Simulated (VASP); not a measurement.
# BaTiO3 (R3m) in VASP: further runs

Runs on BaTiO3. Level: r2SCAN. Tasks: single point, relaxation of shape and atoms at fixed volume.

Program: VASP 6.6.1. These are calculated values, not measurements. Logs are shortened: lines on timing, memory, paths and dates and some standing lists are left out, and cuts for length are marked.

## 1. The cell of the first run

The typed cell holds 5 atoms: a = 3.899 Å, b = 3.899 Å, c = 3.899 Å, α = 90.00°, β = 90.00°, γ = 90.00°.

## 2. Single point, r2SCAN (11.86 Å³/atom)

The input, POSCAR:

```
BaTiO3
1.0
    2.7571150910      1.5918211400      2.2511664625
   -2.7571150910      1.5918211400      2.2511664625
    0.0000000000     -3.1836422800      2.2511664624
Ba Ti O
1 1 3
Direct
   -0.0041513494     -0.0041513494     -0.0041513494
    0.4961296938      0.4961296938      0.4961296938
    0.4956001134      0.4956001134      0.9955214289
    0.4956001134      0.9955214289      0.4956001134
    0.9955214289      0.4956001134      0.4956001134
```

The input, INCAR.step1:

```
SYSTEM = BaTiO3
ALGO = Normal ; EDIFF = 1E-5
ENCUT = 1480 ; GGA = PE
GGA_COMPAT = .FALSE. ; ISMEAR = 0
LASPH = .TRUE. ; LCHARG = .FALSE.
LREAL = .FALSE. ; LWAVE = .TRUE.
NBANDS = 28 ; NELM = 120
PREC = Accurate ; SIGMA = 0.02
```

The input, INCAR.step2:

```
SYSTEM = BaTiO3
ALGO = Normal ; EDIFF = 1E-6
ENCUT = 1480 ; GGA_COMPAT = .FALSE.
ISIF = 2 ; ISMEAR = 0
ISTART = 1 ; LASPH = .TRUE.
LCHARG = .FALSE. ; LMIXTAU = .TRUE.
LREAL = .FALSE. ; LWAVE = .FALSE.
METAGGA = R2SCAN ; NBANDS = 28
NELM = 120 ; PREC = Accurate
SIGMA = 0.02
```

The input, KPOINTS:

```
k-points
0
G
  6 6 6
  0 0 0
```

Potentials or basis: VASP PAW PBE potentials, release 64 (Ba_sv, Ti_sv, O_h).

Started as:

```console
$ cat potpaw_PBE.64/Ba_sv/POTCAR potpaw_PBE.64/Ti_sv/POTCAR potpaw_PBE.64/O_h/POTCAR > POTCAR
$ cp INCAR.step1 INCAR
$ mpirun -np 1 vasp_std > vasp.out
$ cp INCAR.step2 INCAR
$ mpirun -np 1 vasp_std > vasp.out
```

OUTCAR:

```text
SYSTEM = BaTiO3
   EDIFF = 1E-6
   ENCUT = 1480
   ISIF = 2
   ISMEAR = 0
   ISTART = 1
   LASPH = .TRUE.
   LREAL = .FALSE.
   METAGGA = R2SCAN
   NELM = 120
   PREC = Accurate

 ion  position               nearest neighbor table
   1  0.996  0.996  0.996-   4 2.76   5 2.76   3 2.76   3 2.76   3 2.76   4 2.76   5 2.76   5 2.76
                             4 2.76   5 2.76   4 2.76   3 2.76   2 3.37   2 3.38   2 3.38   2 3.38
   2  0.496  0.496  0.496-   3 1.95   4 1.95   5 1.95   3 1.95   4 1.95   5 1.95   1 3.37   1 3.38
                             1 3.38   1 3.38   1 3.38   1 3.38   1 3.38   1 3.38
   3  0.496  0.496  0.996-   2 1.95   2 1.95   1 2.76   1 2.76   1 2.76   1 2.76
   4  0.496  0.996  0.496-   2 1.95   2 1.95   1 2.76   1 2.76   1 2.76   1 2.76
   5  0.996  0.496  0.496-   2 1.95   2 1.95   1 2.76   1 2.76   1 2.76   1 2.76

  LATTYP: Found a simple cubic cell.
 ALAT       =     3.8991445996

  Lattice vectors:

 A1 = (   2.7571150910,   1.5918211400,   2.2511664625)
 A2 = (  -2.7571150910,   1.5918211400,   2.2511664625)
 A3 = (   0.0000000000,  -3.1836422800,   2.2511664624)

Analysis of symmetry for initial positions (statically):
=====================================================================
 Subroutine PRICEL returns:
 Original cell was already a primitive cell.

 Routine SETGRP: Setting up the symmetry group for a
 simple cubic supercell.

 Subroutine GETGRP returns: Found  6 space group operations
 (whereof  6 operations were pure point group operations)
 out of a pool of 48 trial point group operations.

The static configuration has the point symmetry C_3v.

Analysis of symmetry for dynamics (positions and initial velocities):
=====================================================================
 Subroutine PRICEL returns:
 Original cell was already a primitive cell.

 Routine SETGRP: Setting up the symmetry group for a
 simple cubic supercell.

 Subroutine GETGRP returns: Found  6 space group operations
 (whereof  6 operations were pure point group operations)
 out of a pool of 48 trial point group operations.

The dynamic configuration has the point symmetry C_3v.

 Subroutine INISYM returns: Found  6 space group operations
 (whereof  6 operations are pure point group operations),
 and found     1 'primitive' translations

----------------------------------------------------------------------------------------

                                     Primitive cell

  volume of cell :      59.2800

  direct lattice vectors                    reciprocal lattice vectors
     2.757115091  1.591821140  2.251166463     0.181348977  0.104701880  0.148071384
    -2.757115091  1.591821140  2.251166463    -0.181348977  0.104701880  0.148071384
     0.000000000 -3.183642280  2.251166462     0.000000000 -0.209403761  0.148071384

  length of vectors
     3.899144600  3.899144600  3.899144600     0.256466508  0.256466508  0.256466508

  position of ions in fractional coordinates (direct lattice)
     0.995848651  0.995848651  0.995848651
     0.496129694  0.496129694  0.496129694
     0.495600113  0.495600113  0.995521429
     0.495600113  0.995521429  0.495600113
     0.995521429  0.495600113  0.495600113

  ion indices of the primitive-cell ions
   primitive index   ion index
                 1           1
                 2           2
                 3           3
                 4           4
                 5           5

----------------------------------------------------------------------------------------

 KPOINTS: k-points

Automatic generation of k-mesh.
 Grid dimensions read from file:
 generate k-points for:    6    6    6

 Generating k-lattice:

  Cartesian coordinates                     Fractional coordinates (reciprocal lattice)
     0.030224829  0.017450313  0.024678564     0.166666667 -0.000000000  0.000000000
    -0.030224829  0.017450313  0.024678564    -0.000000000  0.166666667  0.000000000
     0.000000000 -0.034900627  0.024678564     0.000000000  0.000000000  0.166666667

  Length of vectors
     0.042744418  0.042744418  0.042744418

  Shift w.r.t. Gamma in fractional coordinates (k-lattice)
     0.000000000  0.000000000  0.000000000

 Subroutine IBZKPT returns following result:
 ===========================================

 Found     32 irreducible k-points:

 Following reciprocal coordinates:
            Coordinates               Weight
  0.000000  0.000000  0.000000      1.000000
  0.166667  0.000000  0.000000      6.000000
  0.333333 -0.000000  0.000000      6.000000
  0.500000 -0.000000  0.000000      3.000000
  0.166667  0.166667  0.000000      6.000000
 -0.166667  0.166667  0.000000      6.000000
[... 16 lines left out ...]
 -0.166667  0.333333  0.333333      6.000000
  0.500000  0.333333  0.166667     12.000000
 [... further k-points ...]
   k-points           NKPTS =     32   k-points in BZ     NKDIM =     32   number of bands    NBANDS=     28
   number of dos      NEDOS =    301   number of ions     NIONS =      5
   total plane-waves  NPLWV = 125000
   dimension x,y,z NGX =    50 NGY =   50 NGZ =   50
   dimension x,y,z NGXF=   100 NGYF=  100 NGZF=  100
   ions per type =               1   1   3
   NGX,Y,Z   is equivalent  to a cutoff of  21.32, 21.32, 21.32 a.u.
   NGXF,Y,Z  is equivalent  to a cutoff of  42.64, 42.64, 42.64 a.u.
 SYSTEM =  BaTiO3
   PREC   = accura    normal or accurate (medium, high low for compatibility)
   ISTART =      1    job   : 0-new  1-cont  2-samecut
   ICHARG =      0    charge: 1-file 2-atom 10-const
   ISPIN  =      1    spin polarized calculation?
   LNONCOLLINEAR =      F non collinear calculations
   LSORBIT =      F    spin-orbit coupling
   LASPH  =      T    aspherical Exc in radial PAW
   ENCUT  = 1480.0 eV 108.78 Ry   10.43 a.u.  12.23 12.23 12.23*2*pi/ulx,y,z
   NELM   =    120;   NELMIN=  2; NELMDL=  0     # of ELM steps
   EDIFF  = 0.1E-05   stopping-criterion for ELM
   LREAL  =      F    real-space projection
   EDIFFG = 0.1E-04   stopping-criterion for IOM
   NSW    =      0    number of steps for IOM
   IBRION =     -1    ionic relax: 0-MD 1-quasi-New 2-CG
   NFREE  =      0    steps in history (QN), initial steepest desc. (CG)
   ISIF   =      2    stress and relaxation
   ISYM   =      2    0-nonsym 1-usesym 2-fastsym
   POTIM  = 0.5000    time-step for ionic-motion
   TEBEG  =    0.0;   TEEND  =   0.0 temperature during run
   PSTRESS=    0.0 pullay stress
   NELECT =      40.0000    total number of electrons
   NUPDOWN=      -1.0000    fix difference up-down
   EMIN   =  10.00;   EMAX   =-10.00  energy-range for DOS
   EFERMI =   0.00;   METHOD = LEGACY
   ISMEAR =     0;   SIGMA  =   0.02  broadening in eV -4-tet -1-fermi 0-gaus
   EFERMI_NEDOS =   21; number of points for ismear=-14 and -15
   IALGO  =     38    algorithm
   IMIX   =      4    mixing-type and parameters
     AMIX     =   0.40;   BMIX     =  1.00
     AMIX_MAG =   1.60;   BMIX_MAG =  1.00
  volume/ion in A,a.u.               =      11.86        80.01
  Fermi-wavevector in a.u.,A,eV,Ry     =   1.435904  2.713466 28.052779  2.061821
  Thomas-Fermi vector in A             =   2.555151
   LORBIT       =      0    0 simple, 1 ext, 2 COOP (PROOUT), +10 PAW based schemes
   METAGGA = R2SCAN    functional components
   LHFCALC =     F    Hartree Fock is set to
   AEXX    =    0.0000 exact exchange contribution
   IVDW    =     0    specifies the selected vdW correction
   LEPSILON=     F    determine dielectric tensor
   LRPA    =     F    only Hartree local field effects (RPA)
 non-spin polarized calculation
 Gauss-broadening in eV      SIGMA  =   0.02
  energy-cutoff  :     1480.00
  volume of cell :       59.28
 maximum number of plane-waves:      7696
 NGX is ok and might be reduce to    50
   NGX = 25   NGY = 25   NGZ = 25

 number of electron      40.0000002 magnetization

 Free energy of the ion-electron system (eV)
  ---------------------------------------------------
  ext. energy  EPLUGINS =         0.00000000
  ---------------------------------------------------
  free energy    TOTEN  =       -74.00900095 eV

  energy without entropy =      -74.00900095  energy(sigma->0) =      -74.00900095

 E-fermi :   4.7563     XC(G=0): -12.3755

 val. band max:        4.5398685577   @ k =   0.5000   0.5000   0.5000
 cond. band min:       6.8661322772   @ k =   0.0000   0.0000   0.0000
 fundamental gap:      2.3262637195
 Fermi energy:         4.7563216784

 k-point     1 :       0.0000    0.0000    0.0000
  band No.  band energies     occupation
      1     -53.9606      2.00000
      2     -29.1718      2.00000
      3     -29.1718      2.00000
      4     -29.1718      2.00000
      5     -20.7711      2.00000
      6     -13.4697      2.00000
[... 20 lines left out ...]
     27      10.2620      0.00000
     28      13.8293      0.00000

 k-point     2 :       0.1667    0.0000    0.0000
  band No.  band energies     occupation
      1     -53.9602      2.00000
      2     -29.1936      2.00000
      3     -29.1710      2.00000
      4     -29.1710      2.00000
      5     -20.7227      2.00000
      6     -13.5259      2.00000
[... 20 lines left out ...]
     27      10.8728      0.00000
     28      14.0954      0.00000

 k-point     3 :       0.3333   -0.0000    0.0000
  band No.  band energies     occupation
      1     -53.9593      2.00000
      2     -29.2366      2.00000
      3     -29.1695      2.00000
      4     -29.1695      2.00000
      5     -20.6226      2.00000
      6     -13.7492      2.00000
[... 20 lines left out ...]
     27      12.3207      0.00000
     28      13.8849      0.00000

 k-point     4 :       0.5000   -0.0000    0.0000
  band No.  band energies     occupation
      1     -53.9589      2.00000
      2     -29.2579      2.00000
      3     -29.1687      2.00000
      4     -29.1687      2.00000
      5     -20.5707      2.00000
      6     -13.8790      2.00000
[... 578 lines left out ...]
     27      13.9713      0.00000
     28      14.1273      0.00000

 k-point    23 :      -0.1667    0.3333    0.3333
  band No.  band energies     occupation
      1     -53.9576      2.00000
      2     -29.2323      2.00000
      3     -29.2313      2.00000
      4     -29.1882      2.00000
      5     -20.4926      2.00000
      6     -13.3045      2.00000
[... 20 lines left out ...]
     27      13.9714      0.00000
     28      14.1272      0.00000

 k-point    24 :       0.5000    0.3333    0.1667
  band No.  band energies     occupation
      1     -53.9572      2.00000
      2     -29.2525      2.00000
      3     -29.2306      2.00000
      4     -29.1873      2.00000
      5     -20.4595      2.00000
      6     -13.2544      2.00000
[... 20 lines left out ...]
     27      13.7954      0.00000
     28      14.3632      0.00000

 [... further k-points ...]
[... 5 lines left out ...]
  --------------------------------------------------------------------------------------
  -------------------------------------------------------------------------------------
  Total        6.6052784      6.6052784      6.6059778      0.0000000      0.0000000      0.0000000
  in kB      178.5227996    178.5227996    178.5416999      0.0000000      0.0000000      0.0000000
  external PRESSURE =     178.5290997 kB  Pullay stress =       0.0000000 kB

 VOLUME and BASIS-vectors are now :
 -----------------------------------------------------------------------------
  energy-cutoff  :     1480.00
  volume of cell :       59.28
      direct lattice vectors                 reciprocal lattice vectors
     2.757115091  1.591821140  2.251166463     0.181348977  0.104701880  0.148071384
    -2.757115091  1.591821140  2.251166463    -0.181348977  0.104701880  0.148071384
     0.000000000 -3.183642280  2.251166462     0.000000000 -0.209403761  0.148071384

 POSITION                                       TOTAL-FORCE (eV/Angst)
 -----------------------------------------------------------------------------------
      0.00000      0.00000      6.72546        -0.000000     -0.000000     -0.001304
      0.00000      0.00000      3.35061        -0.000000     -0.000000     -0.004408
      0.00000     -1.59157      4.47244        -0.000000     -0.001640      0.001904
     -1.37834      0.79579      4.47244        -0.001420      0.000820      0.001904
      1.37834      0.79579      4.47244         0.001420      0.000820      0.001904
 -----------------------------------------------------------------------------------
    total drift:                                0.000000     -0.000000      0.000532

  FREE ENERGIE OF THE ION-ELECTRON SYSTEM (eV)
  ---------------------------------------------------
  free  energy   TOTEN  =       -74.0090009511 eV

  energy  without entropy=      -74.0090009511  energy(sigma->0) =      -74.00900095
```

Run time: 9.4 min. Hardware: 1 thread of Intel Xeon 6975P-C (Granite Rapids), shared host; peak memory 0.56 GiB.

What came out:

* Free energy: -74.0090 eV
* Pressure: 17.9 GPa
* Largest force: 0.004 eV/Å
* Band gap on the k mesh: 2.33 eV (least direct gap 2.39 eV)

Forces on the atoms (eV/Å):
```
Ba   0.000  0.000 -0.001
Ti   0.000  0.000 -0.004
O    0.000 -0.002  0.002
O   -0.001  0.001  0.002
O    0.001  0.001  0.002
```

Caveat: the cell stands under pressure; the PAW data sets were made with another functional, which shifts forces and pressure a little; spin-orbit coupling is left out, which moves the levels of the heavy elements. A k mesh can miss the band edges.

[end of part 1 of 2]
